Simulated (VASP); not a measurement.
TaN: single point with PBEsol

Crystal: TaN.

```
CELL_PARAMETERS angstrom
0.00000 2.19343 2.19343
2.19343 0.00000 2.19343
2.19343 2.19343 0.00000
ATOMIC_POSITIONS crystal
Ta 0.50000 0.50000 0.50000
N 0.00000 0.00000 0.00000
```

This cell differs from its parent crystal: volume scaled by 1.02.

* Program: VASP 6.6.1
* Task: single point
* Functional: PBEsol
* Potentials or basis: VASP PAW PBE potentials, release 64 (Ta_pv, N)
* Cutoff: 520 eV
* k mesh: 9 × 9 × 9
* Occupations: fermi-dirac, width 0.02 eV
* Spin: no spin polarisation
* Dipole correction: no
* Further INCAR settings: ALGO = Normal; EDIFF = 1e-06; NBANDS = 15

```json
{
  "Pressure": "-1.9 GPa",
  "Band gap on the k mesh": "zero (band 8 reaches 11.03 eV, above the bottom of band 9 at 7.31 eV)"
}
```

Levels at points of the mesh, in eV from the Fermi level:
```csv
k point,band 6,band 7,band 8,band 9,band 10,band 11
"(0.00, 0.00, 0.00)",-3.70,-3.70,-2.04,-2.04,-2.04,0.13
```

Wall time 6 s on 1 thread of Intel(R) Xeon(R) Platinum 8488C (Sapphire Rapids), on a shared host, peak memory 0.14 GiB.

Caveat: the PAW data sets were made with another functional, which shifts forces and pressure a little; spin-orbit coupling is left out, which moves the levels of the heavy elements.
